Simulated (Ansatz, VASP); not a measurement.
**LiSe4 in VASP and in Ansatz**

```
Li Se
1.0
     3.76427   -5.00964    0.00000
     3.76427    5.00964    0.00000
     0.00000    0.00000    4.34954
Li Se
1 4
Cartesian
  0.0000 0.0000 0.0000
  3.7643 -1.1039 0.0000
  3.7643 1.1039 0.0000
  6.3556 0.0000 2.1748
  1.1730 0.0000 2.1748
```

Change from the starting cell: ordered vacancies on the cation sites of rutile (Cmmm, No. 65).

Alike in both runs: functional PBE; k mesh 6 × 6 × 10; occupations gaussian, width 0.1 eV; no spin polarisation.

Ansatz relaxed the structure, and its values are those at the end. VASP's run is a single point on that final structure, the one shown.

```csv
,VASP,Ansatz
version,VASP 6.6.1,Ansatz 0.2.0
potentials or method,"VASP PAW PBE potentials, release 64 (Li_sv, Se), cutoff 520 eV","scalar-relativistic, plane waves, PAW"
valence electrons in the cell,27,67
```

Ansatz gave:

- gap on the k mesh at the Fermi level (eV): none
- rms of the force components (eV/Å): 0.003

**Question.** What did VASP give for the same quantities?

**Answer.** gap on the k mesh at the Fermi level (eV): none; rms of the force components (eV/Å): 0.020.

A gap of «none» marks a metal or a gap that the smearing closes. The functional is the same, so the differences come from potentials, cutoffs and numerics. VASP's potentials hold 27 valence electrons a cell and Ansatz's 67, so a difference there can come from the potentials and not from the codes.

Noted on VASP's run: the cutoff is under 1.25 times that of the potentials, so the pressure is a little rough.
